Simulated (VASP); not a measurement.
# Bi2Se3: single point with LDA

Crystal: Bi2Se3.

```
Bi Se
1.0
     2.05086    1.18407    9.33655
    -2.05086    1.18407    9.33655
     0.00000   -2.36813    9.33655
Bi Se
2 3
Direct
  0.40115 0.40115 0.40115
  0.59885 0.59885 0.59885
  0.00000 0.00000 0.00000
  0.20951 0.20951 0.20951
  0.79049 0.79049 0.79049
```

```yaml
Program: VASP 6.6.1
Task: single point
Functional: LDA
Potentials_or_basis: VASP PAW LDA potentials, release 64 (Bi_d, Se)
Cutoff: 520 eV
k_mesh: 6 × 6 × 6
Occupations: gaussian, width 0.05 eV
Spin: no spin polarisation
Dipole_correction: no
Further_INCAR_settings: ALGO = Normal; EDIFF = 1e-06; NBANDS = 32
```

| Quantity | Value |
| --- | --- |
| Pressure | 0.0 GPa |
| Largest force | 0.029 eV/Å |

Forces on the atoms (eV/Å):
```
Bi   0.000  0.000 -0.014
Bi   0.000  0.000  0.014
Se   0.000  0.000  0.000
Se   0.000  0.000 -0.029
Se   0.000  0.000  0.029
```

Stress tensor (GPa, compression positive):
```
 0.08  0.00  0.00
 0.00  0.08  0.00
 0.00  0.00 -0.07
```

Levels at points of the mesh, in eV from the Fermi level:
```csv
k point,band 22,band 23,band 24,band 25,band 26,band 27
"(0.00, 0.00, 0.00)",-1.33,-1.33,-0.01,0.01,1.15,1.15
"(0.50, 0.00, 0.00)",-2.51,-1.34,-0.57,0.60,1.62,2.82
"(0.50, 0.50, 0.00)",-2.05,-1.92,-1.05,1.12,1.81,2.47
"(0.50, 0.50, 0.50)",-1.60,-1.60,-0.65,0.63,1.56,1.56
```

Wall time 6.3 min on 1 thread of Intel(R) Xeon(R) Platinum 8375C CPU @ 2.90GHz (Ice Lake), on a shared host, peak memory 0.59 GiB.

Caveat: spin-orbit coupling is left out, which moves the levels of the heavy elements.
